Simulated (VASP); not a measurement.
# GaP (F-43m) in VASP: notebook, part 3 of 3

VASP 6.6.1. Earlier steps stand in the parts before.

## Step 5: Single point, PBEsol

INCAR reads:

```
SYSTEM = GaP
ALGO = Normal
EDIFF = 1E-6
ENCUT = 520
GGA = PS
ISIF = 2
ISMEAR = 0
LASPH = .True.
LCHARG = .False.
LREAL = .False.
LWAVE = .False.
NBANDS = 16
NELM = 80
PREC = Accurate
SIGMA = 0.01
```

KPOINTS reads:

```
k-points
0
Gamma
  6 6 6
  0 0 0
```

POSCAR reads:

```
GaP
1.0
    3.8540860000      0.0000000000      0.0000000000
    1.9270430000      3.3377363844      0.0000000000
    1.9270430000      1.1125787948      3.1468480416
Ga P
1 1
Direct
    0.0000000000      0.0000000000      0.0000000000
    0.2500000000      0.2500000000      0.2500000000
```

On the command line:

```console
cat potpaw_PBE.64/Ga_d/POTCAR potpaw_PBE.64/P/POTCAR > POTCAR
mpirun -np 1 vasp_std > vasp.out
```

Wall time 6.8 s (1 thread of Intel Xeon 6975P-C (Granite Rapids), shared host); peak memory 0.16 GiB.

It converged, with:

```yaml
Free_energy: -9.9057 eV
Pressure: -0.6 GPa
Band_gap_on_the_k_mesh: 1.51 eV, indirect (least direct gap 1.75 eV)
```

Levels at points of the mesh, in eV from the valence-band top:
| k point | band 7 | band 8 | band 9 | band 10 | band 11 | band 12 |
| --- | --- | --- | --- | --- | --- | --- |
| (0.00, 0.00, 0.00) | 0.00 | 0.00 | 0.00 | 1.75 | 3.82 | 3.82 |
| (0.50, 0.00, 0.00) | -6.70 | -1.13 | -1.13 | 1.58 | 4.65 | 4.65 |
| (0.50, 0.50, 0.00) | -6.81 | -2.71 | -2.71 | 1.51 | 1.71 | 10.55 |

Caveat: the PAW data sets were made with another functional, which shifts forces and pressure a little.

## Step 6: Single point, r2SCAN

POSCAR is that of step 5.

INCAR.step1 reads:

```
SYSTEM = GaP
PREC = Accurate
ENCUT = 520
ISMEAR = 0
SIGMA = 0.01
LREAL = .FALSE.
LASPH = .TRUE.
NELM = 80
NBANDS = 16
GGA = PE
ALGO = Normal
EDIFF = 1E-4
LWAVE = .TRUE.
LCHARG = .FALSE.
```

INCAR.step2 reads:

```
SYSTEM = GaP
PREC = Accurate
ENCUT = 520
EDIFF = 1E-7
ISMEAR = 0
SIGMA = 0.01
LREAL = .FALSE.
LASPH = .TRUE.
NELM = 80
ALGO = Normal
ISIF = 2
LWAVE = .FALSE.
LCHARG = .FALSE.
METAGGA = R2SCAN
LMIXTAU = .TRUE.
NBANDS = 16
ISTART = 1
```

KPOINTS reads:

```
Automatic mesh
0
G
  6 6 6
  0 0 0
```

Potentials or basis: VASP PAW PBE potentials, release 64 (Ga_d, P).

On the command line:

```console
cat potpaw_PBE.64/Ga_d/POTCAR potpaw_PBE.64/P/POTCAR > POTCAR
cp INCAR.step1 INCAR
mpirun -np 1 vasp_std > vasp.out
cp INCAR.step2 INCAR
mpirun -np 1 vasp_std > vasp.out
```

OUTCAR:

```text
SYSTEM = GaP
   PREC = Accurate
   ENCUT = 520
   EDIFF = 1E-7
   ISMEAR = 0
   LREAL = .FALSE.
   LASPH = .TRUE.
   NELM = 80
   ISIF = 2
   METAGGA = R2SCAN
   ISTART = 1

 ion  position               nearest neighbor table
   1  0.000  0.000  0.000-   2 2.36   2 2.36   2 2.36   2 2.36
   2  0.250  0.250  0.250-   1 2.36   1 2.36   1 2.36   1 2.36

  LATTYP: Found a face centered cubic cell.
 ALAT       =     5.4505006918

  Lattice vectors:

 A1 = (   3.8540860000,   0.0000000000,   0.0000000000)
 A2 = (   1.9270430000,   3.3377363844,   0.0000000000)
 A3 = (   1.9270430000,   1.1125787948,   3.1468480416)

Analysis of symmetry for initial positions (statically):
=====================================================================
 Subroutine PRICEL returns:
 Original cell was already a primitive cell.

 Routine SETGRP: Setting up the symmetry group for a
 face centered cubic supercell.

 Subroutine GETGRP returns: Found 24 space group operations
 (whereof 24 operations were pure point group operations)
 out of a pool of 48 trial point group operations.

The static configuration has the point symmetry T_d .

Analysis of symmetry for dynamics (positions and initial velocities):
=====================================================================
 Subroutine PRICEL returns:
 Original cell was already a primitive cell.

 Routine SETGRP: Setting up the symmetry group for a
 face centered cubic supercell.

 Subroutine GETGRP returns: Found 24 space group operations
 (whereof 24 operations were pure point group operations)
 out of a pool of 48 trial point group operations.

The dynamic configuration has the point symmetry T_d .

 Subroutine INISYM returns: Found 24 space group operations
 (whereof 24 operations are pure point group operations),
 and found     1 'primitive' translations

[... 103 lines left out ...]
   IMIX   =      4    mixing-type and parameters
     AMIX     =   0.40;   BMIX     =  1.00
     AMIX_MAG =   1.60;   BMIX_MAG =  1.00
  volume/ion in A,a.u.               =      20.24       136.59
  Fermi-wavevector in a.u.,A,eV,Ry     =   1.249537  2.361283 21.243371  1.561344
  Thomas-Fermi vector in A             =   2.383573
   LORBIT       =      0    0 simple, 1 ext, 2 COOP (PROOUT), +10 PAW based schemes
   METAGGA = R2SCAN    functional components
   LHFCALC =     F    Hartree Fock is set to
   AEXX    =    0.0000 exact exchange contribution
   IVDW    =     0    specifies the selected vdW correction
   LEPSILON=     F    determine dielectric tensor
   LRPA    =     F    only Hartree local field effects (RPA)
 non-spin polarized calculation
 Gauss-broadening in eV      SIGMA  =   0.01
  energy-cutoff  :      520.00
  volume of cell :       40.48
 maximum number of plane-waves:      1113
 NGX is ok and might be reduce to    30
   NGX = 15   NGY = 15   NGZ = 15

 number of electron      17.9999989 magnetization

 Free energy of the ion-electron system (eV)
  ---------------------------------------------------
  ext. energy  EPLUGINS =         0.00000000
  ---------------------------------------------------
  free energy    TOTEN  =       -21.45100919 eV

  energy without entropy =      -21.45100919  energy(sigma->0) =      -21.45100919

 E-fermi :   4.5165     XC(G=0): -10.5468

 val. band max:        4.4673739446   @ k =   0.0000   0.0000   0.0000
 cond. band min:       6.3763700825   @ k =   0.5000   0.5000  -0.0000
 fundamental gap:      1.9089961380
 Fermi energy:         4.5165206903

 k-point     1 :       0.0000    0.0000    0.0000
  band No.  band energies     occupation
      1     -10.5280      2.00000
      2     -10.5280      2.00000
      3     -10.5280      2.00000
      4     -10.4144      2.00000
      5     -10.4144      2.00000
      6      -8.5545      2.00000
[... 281 lines left out ...]
      3     -10.4623      2.00000
      4     -10.4368      2.00000
      5     -10.4002      2.00000
      6      -5.3862      2.00000
[... 8 lines left out ...]
     15      17.0481      0.00000
     16      18.8538      0.00000

------------------------ aborting loop because EDIFF is reached ----------------------------------------

  FORCE on cell =-STRESS in cart. coord.  units (eV):
  Direction    XX          YY          ZZ          XY          YZ          ZX
  --------------------------------------------------------------------------------------
  -------------------------------------------------------------------------------------
  Total        0.0025856      0.0025856      0.0025856      0.0000000     -0.0000000      0.0000000
  in kB        0.1023328      0.1023328      0.1023328      0.0000000     -0.0000000      0.0000000
  external PRESSURE =       0.1023328 kB  Pullay stress =       0.0000000 kB

 VOLUME and BASIS-vectors are now :
 -----------------------------------------------------------------------------
  energy-cutoff  :      520.00
  volume of cell :       40.48
      direct lattice vectors                 reciprocal lattice vectors
     3.854086000  0.000000000  0.000000000     0.259464890 -0.149802124 -0.105926098
     1.927043000  3.337736384  0.000000000     0.000000000  0.299604248 -0.105926098
     1.927043000  1.112578795  3.146848042     0.000000000  0.000000000  0.317778293

 POSITION                                       TOTAL-FORCE (eV/Angst)
 -----------------------------------------------------------------------------------
      0.00000      0.00000      0.00000         0.000000     -0.000000      0.000000
      1.92704      1.11258      0.78671        -0.000000      0.000000     -0.000000
 -----------------------------------------------------------------------------------
    total drift:                                0.000014      0.000008      0.000006

  FREE ENERGIE OF THE ION-ELECTRON SYSTEM (eV)
  ---------------------------------------------------
  free  energy   TOTEN  =       -21.4510091879 eV

  energy  without entropy=      -21.4510091879  energy(sigma->0) =      -21.45100919
```

OSZICAR.step1:

```text
N       E                     dE             d eps       ncg     rms          rms(c)
DAV:   1     0.800697824375E+02    0.80070E+02   -0.89208E+03   536   0.162E+03
DAV:   2    -0.327911287491E+01   -0.83349E+02   -0.80179E+02   600   0.313E+02
DAV:   3    -0.928025959224E+01   -0.60011E+01   -0.59864E+01   648   0.643E+01
DAV:   4    -0.937366089077E+01   -0.93401E-01   -0.93387E-01   632   0.870E+00
DAV:   5    -0.937562225987E+01   -0.19614E-02   -0.19613E-02   616   0.112E+00    0.425E+00
DAV:   6    -0.912914114813E+01    0.24648E+00   -0.37852E-01   800   0.105E+01    0.282E+00
DAV:   7    -0.910144573317E+01    0.27695E-01   -0.96886E-02   640   0.209E+00    0.112E+00
DAV:   8    -0.910181036204E+01   -0.36463E-03   -0.13743E-02   616   0.142E+00    0.200E-01
DAV:   9    -0.910222309919E+01   -0.41274E-03   -0.13314E-03   608   0.505E-01    0.812E-02
DAV:  10    -0.910229360315E+01   -0.70504E-04   -0.89350E-05   536   0.119E-01
   1 F= -.91022936E+01 E0= -.91022936E+01  d E =-.520603E-48
```

It took 28 s on 1 thread of Intel Xeon 6975P-C (Granite Rapids), shared host; peak memory 0.17 GiB.

What came out:

* Free energy: -21.4510 eV
* Pressure: 0.0 GPa
* Band gap on the k mesh: 1.91 eV, indirect (least direct gap 2.34 eV)

Caveat: the PAW data sets were made with another functional, which shifts forces and pressure a little.

## Step 7: Summary

```csv
level,potentials or basis,gap on the mesh (eV),pressure (GPa)
LDA,"VASP PAW LDA potentials, release 64 (Ga_d, P)",1.49,-2.6
revPBE,"VASP PAW PBE potentials, release 64 (Ga_d, P)",1.72,3.9
BLYP,"VASP PAW PBE potentials, release 64 (Ga_d, P)",1.68,6.5
PBEsol,"VASP PAW PBE potentials, release 64 (Ga_d, P)",1.51,-0.6
r2SCAN,"VASP PAW PBE potentials, release 64 (Ga_d, P)",1.91,0.0
```

Alike in all rows: task single point; no spin polarisation; cell as given; k mesh 6 × 6 × 6; cutoff (eV) 520; smearing gaussian 0.01 eV.

Caveats: the PAW data sets were made with another functional, which shifts forces and pressure a little (some runs).

Total energies depend on the potentials used, so only differences within one code and one set of settings carry meaning.

## Step 8: How close it comes

Step 2. A measured gap of GaP is 2.34 eV (indirect; 10 K; quoted in “Stacking defects in GaP nanowires: Electronic structure and optical properties”, 2018, arxiv:1810.01194); the calculated 1.49 eV misses it by -0.85 eV. Spin-orbit coupling on Ga is left out. The value is that of LDA on a finite k mesh, which can miss the band edges, without temperature or zero-point motion. Semilocal functionals fall short of measured gaps as a rule.

Step 5. A measured gap of GaP is 2.34 eV (indirect; 10 K; quoted in “Stacking defects in GaP nanowires: Electronic structure and optical properties”, 2018, arxiv:1810.01194); the calculated 1.51 eV misses it by -0.83 eV. Spin-orbit coupling on Ga is left out. The value is that of PBEsol on a finite k mesh, which can miss the band edges, without temperature or zero-point motion. Semilocal functionals fall short of measured gaps as a rule.

Step 6. Measured gap of GaP: 2.34 eV (indirect; 10 K; quoted in “Stacking defects in GaP nanowires: Electronic structure and optical properties”, 2018, arxiv:1810.01194). This calculation gives 1.91 eV (-0.43 eV). Spin-orbit coupling on Ga is left out. The value is that of r2SCAN on a finite k mesh, which can miss the band edges, without temperature or zero-point motion.
